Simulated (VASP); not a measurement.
Crystal: MgS (Niningerite).

```xyz
2
Lattice="0.0000 2.5665 2.5665 2.5665 0.0000 2.5665 2.5665 2.5665 0.0000" Properties=species:S:1:pos:R:3 pbc="T T T"
S     2.5665    2.5665    2.5665
Mg    0.0000    0.0000    0.0000
```

Base run:

| Quantity | Value |
| --- | --- |
| Program | VASP 6.6.1 |
| Functional | r2SCAN |
| Potentials or basis | VASP PAW PBE potentials, release 64 (S, Mg) |
| Cutoff | 520 eV |
| k mesh | 9 × 9 × 9 |
| Occupations | fermi-dirac, width 0.05 eV |
| Spin | no spin polarisation |

Its results: band gap on the k mesh 3.65 eV, indirect (least direct gap 4.97 eV); pressure 3.0 GPa.

After a change of settings the same cell gave: band gap on the k mesh 3.00 eV, indirect (least direct gap 4.04 eV); pressure 4.3 GPa. Which change was it?
A. functional from r2SCAN to PBE
B. functional from r2SCAN to PBEsol; further incar settings from ALGO = Normal; EDIFF = 1e-06; NBANDS = 11 to ALGO = Normal; EDIFF = 1e-07; NBANDS = 11
C. further incar settings from ALGO = Normal; EDIFF = 1e-06; NBANDS = 11 to ALGO = Normal; EDIFF = 1e-07; NBANDS = 11
D. functional from r2SCAN to LDA; potentials or basis from VASP PAW PBE potentials, release 64 (S, Mg) to VASP PAW LDA potentials, release 64 (S, Mg)

A.

r2SCAN gives the wider gap, since meta-GGAs in the generalised Kohn-Sham scheme recover part of the derivative discontinuity.

Caveats: the PAW data sets were made with another functional, which shifts forces and pressure a little (some runs).
